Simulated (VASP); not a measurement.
# VMoSe4 (P-6m2) in VASP: single point with PBE

Aim: the single point of VMoSe4 with PBE.

Program: VASP 6.6.1. These are calculated values, not measurements. Logs are shortened: lines on timing, memory, paths and dates and some standing lists are left out, and cuts for length are marked.

### Step 1. The cell of the first run

It takes space group P-6m2 (No. 187, hexagonal). The conventional cell has a = 3.329 Å, b = 3.329 Å, c = 15.908 Å, α = 90.00°, β = 90.00°, γ = 120.00°. Within 3.3 Å of V (site symmetry -6m2) lie 6 Se at 2.50 Å. Mo (site symmetry -6m2) has 6 Se at 2.54 Å and 6 Mo at 3.33 Å within 3.4 Å. Se (site symmetry 3m) has 3 Mo at 2.54 Å and 7 Se at 3.33 Å within 3.4 Å. Within 3.3 Å of Se (site symmetry 3m) lie 3 V at 2.50 Å and 1 Se at 3.20 Å.

### Step 2. Single point, PBE, collinear spin, ferromagnetic start

Input file INCAR:

```
SYSTEM = VMoSe4
ALGO = Normal ; EDIFF = 1E-6
ENCUT = 520 ; GGA = PE
ISIF = 2 ; ISMEAR = 0
ISPIN = 2 ; LASPH = .TRUE.
LCHARG = .FALSE. ; LMAXMIX = 4
LORBIT = 11 ; LREAL = .FALSE.
LWAVE = .FALSE. ; MAGMOM = 1 0 0 0 0 0
NBANDS = 38 ; NELM = 150
PREC = Accurate ; SIGMA = 0.1
```

Input file KPOINTS:

```
k-points
0
G
  6 6 1
  0 0 0
```

Input file POSCAR:

```
VMoSe4
1.0
    3.3290254000      0.0000000000      0.0000000000
   -1.6645127000      2.8830206000      0.0000000000
    0.0000000000      0.0000000000     15.9077178000
V Mo Se
1 1 4
Direct
    0.0000000000      0.0000000000      0.5000000000
    0.0000000000      0.0000000000      0.0000000000
    0.3333333000      0.6666667000      0.1047210000
    0.3333333000      0.6666667000      0.6006850000
    0.3333333000      0.6666667000      0.3993150000
    0.3333333000      0.6666667000      0.8952790000
```

Potentials or basis: VASP PAW PBE potentials, release 64 (V_sv, Mo_sv, Se).

Launch:

```sh
$ cat potpaw_PBE.64/V_sv/POTCAR potpaw_PBE.64/Mo_sv/POTCAR potpaw_PBE.64/Se/POTCAR > POTCAR
$ mpirun -np 1 vasp_std > vasp.out
```

OUTCAR:

```text
SYSTEM = VMoSe4
   EDIFF = 1E-6
   ENCUT = 520
   GGA = PE
   ISIF = 2
   ISMEAR = 0
   ISPIN = 2
   LASPH = .TRUE.
   LORBIT = 11
   LREAL = .FALSE.
   NELM = 150
   PREC = Accurate

 ion  position               nearest neighbor table
   1  0.000  0.000  0.500-   4 2.50   5 2.50   4 2.50   5 2.50   4 2.50   5 2.50
   2  0.000  0.000  0.000-   3 2.54   6 2.54   3 2.54   6 2.54   3 2.54   6 2.54
   3  0.333  0.667  0.105-   2 2.54   2 2.54   2 2.54
   4  0.333  0.667  0.601-   1 2.50   1 2.50   1 2.50
   5  0.333  0.667  0.399-   1 2.50   1 2.50   1 2.50
   6  0.333  0.667  0.895-   2 2.54   2 2.54   2 2.54

  LATTYP: Found a hexagonal cell.
 ALAT       =     3.3290254000
 C/A-ratio  =     4.7784909662

  Lattice vectors:

 A1 = (   3.3290254000,   0.0000000000,   0.0000000000)
 A2 = (  -1.6645127000,   2.8830206000,   0.0000000000)
 A3 = (   0.0000000000,   0.0000000000,  15.9077178000)

Analysis of symmetry for initial positions (statically):
=====================================================================
 Subroutine PRICEL returns:
 Original cell was already a primitive cell.

 Routine SETGRP: Setting up the symmetry group for a
 hexagonal supercell.

 Subroutine GETGRP returns: Found 12 space group operations
 (whereof 12 operations were pure point group operations)
 out of a pool of 24 trial point group operations.

The static configuration has the point symmetry D_3h.

Analysis of symmetry for dynamics (positions and initial velocities):
=====================================================================
 Subroutine PRICEL returns:
 Original cell was already a primitive cell.

 Routine SETGRP: Setting up the symmetry group for a
 hexagonal supercell.

 Subroutine GETGRP returns: Found 12 space group operations
 (whereof 12 operations were pure point group operations)
 out of a pool of 24 trial point group operations.

The dynamic configuration has the point symmetry D_3h.

Analysis of structural, dynamic, and magnetic symmetry:
=====================================================================
 Subroutine PRICEL returns:
 Original cell was already a primitive cell.

 Routine SETGRP: Setting up the symmetry group for a
 hexagonal supercell.

 Subroutine GETGRP returns: Found 12 space group operations
 (whereof 12 operations were pure point group operations)
 out of a pool of 24 trial point group operations.

The overall configuration has the point symmetry D_3h.

 Subroutine INISYM returns: Found 12 space group operations
 (whereof 12 operations are pure point group operations),
 and found     1 'primitive' translations

----------------------------------------------------------------------------------------

                                     Primitive cell

  volume of cell :     152.6767

  direct lattice vectors                    reciprocal lattice vectors
     3.329025400  0.000000000  0.000000000     0.300388216  0.173429215  0.000000000
    -1.664512700  2.883020600  0.000000000     0.000000000  0.346858430  0.000000000
     0.000000000  0.000000000 15.907717800     0.000000000  0.000000000  0.062862569

  length of vectors
     3.329025400  3.329025429 15.907717800     0.346858433  0.346858430  0.062862569

  position of ions in fractional coordinates (direct lattice)
     0.000000000  0.000000000  0.500000000
     0.000000000  0.000000000  0.000000000
     0.333333300  0.666666700  0.104721000
     0.333333300  0.666666700  0.600685000
     0.333333300  0.666666700  0.399315000
     0.333333300  0.666666700  0.895279000

  ion indices of the primitive-cell ions
   primitive index   ion index
                 1           1
                 2           2
                 3           3
                 4           4
                 5           5
                 6           6

----------------------------------------------------------------------------------------

 KPOINTS: k-points

Automatic generation of k-mesh.
 Grid dimensions read from file:
 generate k-points for:    6    6    1

 Generating k-lattice:

  Cartesian coordinates                     Fractional coordinates (reciprocal lattice)
     0.050064703  0.028904869  0.000000000     0.166666667 -0.000000000  0.000000000
     0.000000000  0.057809738  0.000000000     0.000000000  0.166666667  0.000000000
     0.000000000  0.000000000  0.062862569     0.000000000  0.000000000  1.000000000

  Length of vectors
     0.057809739  0.057809738  0.062862569

  Shift w.r.t. Gamma in fractional coordinates (k-lattice)
     0.000000000  0.000000000  0.000000000

 Subroutine IBZKPT returns following result:
 ===========================================

 Found      7 irreducible k-points:

 Following reciprocal coordinates:
            Coordinates               Weight
  0.000000  0.000000  0.000000      1.000000
  0.166667  0.000000  0.000000      6.000000
  0.333333  0.000000  0.000000      6.000000
  0.500000  0.000000  0.000000      3.000000
  0.166667  0.166667  0.000000      6.000000
  0.333333  0.166667  0.000000     12.000000
  0.333333  0.333333  0.000000      2.000000
   k-points           NKPTS =      7   k-points in BZ     NKDIM =      7   number of bands    NBANDS=     38
   number of dos      NEDOS =    301   number of ions     NIONS =      6
   total plane-waves  NPLWV =  94080
   dimension x,y,z NGX =    28 NGY =   28 NGZ =  120
   dimension x,y,z NGXF=    56 NGYF=   56 NGZF=  240
   ions per type =               1   1   4
   NGX,Y,Z   is equivalent  to a cutoff of  13.98, 13.98, 12.54 a.u.
   NGXF,Y,Z  is equivalent  to a cutoff of  27.97, 27.97, 25.08 a.u.
 SYSTEM =  VMoSe4
   PREC   = accura    normal or accurate (medium, high low for compatibility)
   ISTART =      0    job   : 0-new  1-cont  2-samecut
   ICHARG =      2    charge: 1-file 2-atom 10-const
   ISPIN  =      2    spin polarized calculation?
   LNONCOLLINEAR =      F non collinear calculations
   LSORBIT =      F    spin-orbit coupling
   LASPH  =      T    aspherical Exc in radial PAW
   ENCUT  =  520.0 eV  38.22 Ry    6.18 a.u.   6.19  6.19 29.58*2*pi/ulx,y,z
   NELM   =    150;   NELMIN=  2; NELMDL= -5     # of ELM steps
   EDIFF  = 0.1E-05   stopping-criterion for ELM
   LREAL  =      F    real-space projection
   EDIFFG = 0.1E-04   stopping-criterion for IOM
   NSW    =      0    number of steps for IOM
   IBRION =     -1    ionic relax: 0-MD 1-quasi-New 2-CG
   NFREE  =      0    steps in history (QN), initial steepest desc. (CG)
   ISIF   =      2    stress and relaxation
   ISYM   =      2    0-nonsym 1-usesym 2-fastsym
   POTIM  = 0.5000    time-step for ionic-motion
   TEBEG  =    0.0;   TEEND  =   0.0 temperature during run
   PSTRESS=    0.0 pullay stress
   NELECT =      51.0000    total number of electrons
   NUPDOWN=      -1.0000    fix difference up-down
   EMIN   =  10.00;   EMAX   =-10.00  energy-range for DOS
   EFERMI =   0.00;   METHOD = LEGACY
   ISMEAR =     0;   SIGMA  =   0.10  broadening in eV -4-tet -1-fermi 0-gaus
   EFERMI_NEDOS =   21; number of points for ismear=-14 and -15
   IALGO  =     38    algorithm
   IMIX   =      4    mixing-type and parameters
     AMIX     =   0.40;   BMIX     =  1.00
     AMIX_MAG =   1.60;   BMIX_MAG =  1.00
  volume/ion in A,a.u.               =      25.45       171.72
  Fermi-wavevector in a.u.,A,eV,Ry     =   1.135901  2.146542 17.555217  1.290272
  Thomas-Fermi vector in A             =   2.272606
   LORBIT       =     11    0 simple, 1 ext, 2 COOP (PROOUT), +10 PAW based schemes
   GGA     = PE    functional components
   LHFCALC =     F    Hartree Fock is set to
   AEXX    =    0.0000 exact exchange contribution
   IVDW    =     0    specifies the selected vdW correction
   LEPSILON=     F    determine dielectric tensor
   LRPA    =     F    only Hartree local field effects (RPA)
 spin polarized calculation
 Gauss-broadening in eV      SIGMA  =   0.10
  energy-cutoff  :      520.00
  volume of cell :      152.68
 maximum number of plane-waves:      4128
 NGX is ok and might be reduce to    28
   NGX = 13   NGY = 13   NGZ = 59

 number of electron      51.0000003 magnetization       0.9863519

 Free energy of the ion-electron system (eV)
  ---------------------------------------------------
  ext. energy  EPLUGINS =         0.00000000
  ---------------------------------------------------
  free energy    TOTEN  =       -38.11864361 eV

  energy without entropy =      -38.11573587  energy(sigma->0) =      -38.11718974

 E-fermi :   3.3472     XC(G=0):  -8.9235

 val. band max:        3.2373287480   @ k =   0.0000   0.0000   0.0000
 cond. band min:       3.4507477989   @ k =   0.5000   0.0000   0.0000
 fundamental gap:      0.2134190510
 Fermi energy:         3.3472307229

 spin component 1

 k-point     1 :       0.0000    0.0000    0.0000
  band No.  band energies     occupation
      1     -61.4642      1.00000
      2     -57.6132      1.00000
      3     -35.3173      1.00000
      4     -35.3173      1.00000
      5     -35.2263      1.00000
      6     -31.7508      1.00000
[... 29 lines left out ...]
     36       9.1555      0.00000
     37       9.5845      0.00000

 k-point     2 :       0.1667    0.0000    0.0000
  band No.  band energies     occupation
      1     -61.4622      1.00000
      2     -57.6080      1.00000
      3     -35.3389      1.00000
      4     -35.3224      1.00000
      5     -35.2220      1.00000
      6     -31.7387      1.00000
[... 29 lines left out ...]
     36      10.0394      0.00000
     37      10.5167      0.00000
[... 158 lines left out ...]
     36       9.6714      0.00000
     37      10.8498      0.00000

 k-point     7 :       0.3333    0.3333    0.0000
  band No.  band energies     occupation
      1     -61.4551      1.00000
      2     -57.5900      1.00000
      3     -35.3822      1.00000
      4     -35.3720      1.00000
      5     -35.2072      1.00000
      6     -31.7752      1.00000
[... 29 lines left out ...]
     36       9.6209      0.00000
     37       9.8045      0.00000
 Fermi energy:         3.3472307229

 spin component 2

 k-point     1 :       0.0000    0.0000    0.0000
  band No.  band energies     occupation
      1     -60.4940      1.00000
      2     -57.6130      1.00000
      3     -34.3236      1.00000
      4     -34.3236      1.00000
      5     -34.3225      1.00000
      6     -31.7506      1.00000
[... 29 lines left out ...]
     36       9.3017      0.00000
     37       9.5818      0.00000

 k-point     2 :       0.1667    0.0000    0.0000
  band No.  band energies     occupation
      1     -60.4920      1.00000
      2     -57.6078      1.00000
      3     -34.3461      1.00000
      4     -34.3289      1.00000
      5     -34.3179      1.00000
      6     -31.7384      1.00000
[... 29 lines left out ...]
     36      10.0331      0.00000
     37      10.6602      0.00000
[... 158 lines left out ...]
     36       9.7675      0.00000
     37      10.8990      0.00000

 k-point     7 :       0.3333    0.3333    0.0000
  band No.  band energies     occupation
      1     -60.4848      1.00000
      2     -57.5898      1.00000
      3     -34.3918      1.00000
      4     -34.3794      1.00000
      5     -34.3017      1.00000
      6     -31.7750      1.00000
[... 29 lines left out ...]
     36       9.7276      0.00000
     37       9.8473      0.00000
 [bands above 37 left out]

------------------------ aborting loop because EDIFF is reached ----------------------------------------

  FORCE on cell =-STRESS in cart. coord.  units (eV):
  Direction    XX          YY          ZZ          XY          YZ          ZX
  --------------------------------------------------------------------------------------
  -------------------------------------------------------------------------------------
  Total        0.1702056      0.1702056      0.1841319      0.0000000      0.0000000      0.0000000
  in kB        1.7861242      1.7861242      1.9322655      0.0000000      0.0000000      0.0000000
  external PRESSURE =       1.8348380 kB  Pullay stress =       0.0000000 kB

 VOLUME and BASIS-vectors are now :
 -----------------------------------------------------------------------------
  energy-cutoff  :      520.00
  volume of cell :      152.68
      direct lattice vectors                 reciprocal lattice vectors
     3.329025400  0.000000000  0.000000000     0.300388216  0.173429215  0.000000000
    -1.664512700  2.883020600  0.000000000     0.000000000  0.346858430  0.000000000
     0.000000000  0.000000000 15.907717800     0.000000000  0.000000000  0.062862569

 POSITION                                       TOTAL-FORCE (eV/Angst)
 -----------------------------------------------------------------------------------
      0.00000      0.00000      7.95386         0.000000      0.000000      0.000000
      0.00000      0.00000      0.00000         0.000000      0.000000      0.000000
     -0.00000      1.92201      1.66587        -0.000000      0.000000      0.041122
     -0.00000      1.92201      9.55553         0.000000     -0.000000      0.006694
     -0.00000      1.92201      6.35219         0.000000     -0.000000     -0.006694
     -0.00000      1.92201     14.24185        -0.000000      0.000000     -0.041122
 -----------------------------------------------------------------------------------
    total drift:                                0.000217     -0.000124     -0.000000

  FREE ENERGIE OF THE ION-ELECTRON SYSTEM (eV)
  ---------------------------------------------------
  free  energy   TOTEN  =       -38.1186436058 eV

  energy  without entropy=      -38.1157358663  energy(sigma->0) =      -38.11718974

 total charge

# of ion       s       p       d       tot
------------------------------------------
    1        2.231   6.202   3.040  11.473
    2        2.269   6.178   3.917  12.364
    3        1.478   2.322   0.059   3.859
    4        1.479   2.327   0.046   3.852
    5        1.479   2.327   0.046   3.852
    6        1.478   2.322   0.059   3.859
--------------------------------------------------
tot         10.412  21.677   7.168  39.257

 magnetization (x)

# of ion       s       p       d       tot
------------------------------------------
    1        0.012   0.012   0.959   0.983
    2        0.000   0.000   0.000   0.000
    3        0.000   0.000  -0.000   0.000
    4       -0.001  -0.066   0.006  -0.062
    5       -0.001  -0.066   0.006  -0.062
    6        0.000   0.000  -0.000   0.000
--------------------------------------------------
tot          0.009  -0.121   0.970   0.859
```

Wall time 2.7 min (1 thread of AMD EPYC 7R13 (Zen 3), shared host); peak memory 0.36 GiB.

What came out:

- Free energy: -38.1186 eV
- Pressure: 0.2 GPa
- Largest force: 0.041 eV/Å
- Band gap on the k mesh: 0.21 eV, indirect (least direct gap 0.68 eV)
- Net moment: 0.99 μB per cell
- Site moments: V +0.98; Mo +0.00; Se +0.00, -0.06 μB
- Valence electrons inside the program's atomic spheres: V 11.47; Mo 12.36; Se 3.86, 3.85

Forces in eV/Å, atoms in the order of the input:
```
V    0.000  0.000  0.000
Mo   0.000  0.000  0.000
Se   0.000  0.000  0.041
Se   0.000  0.000  0.007
Se   0.000  0.000 -0.007
Se   0.000  0.000 -0.041
```

Levels at points of the mesh, in eV from the valence-band top:
Spin up:
```tsv
k point	band 24	band 25	band 26	band 27	band 28	band 29
(0.00, 0.00, 0.00)	-0.71	-0.28	0.00	2.70	2.70	2.77
(0.50, 0.00, 0.00)	-0.70	-0.68	-0.64	0.99	1.20	1.84
```
Spin down:
| k point | band 21 | band 22 | band 23 | band 24 | band 25 | band 26 | band 27 | band 28 | band 29 | band 30 |
| --- | --- | --- | --- | --- | --- | --- | --- | --- | --- | --- |
| (0.00, 0.00, 0.00) | -1.11 | -1.11 | -0.38 | -0.38 | -0.22 | 1.01 | 2.81 | 2.81 | 2.84 | 2.84 |
| (0.50, 0.00, 0.00) | -1.83 | -1.14 | -0.70 | -0.68 | -0.63 | 0.21 | 1.84 | 1.95 | 2.26 | 2.37 |

Caveat: this functional lacks dispersion, which binds the layers, so the pressure and a relaxed spacing across them are unreliable. A k mesh can miss the band edges.
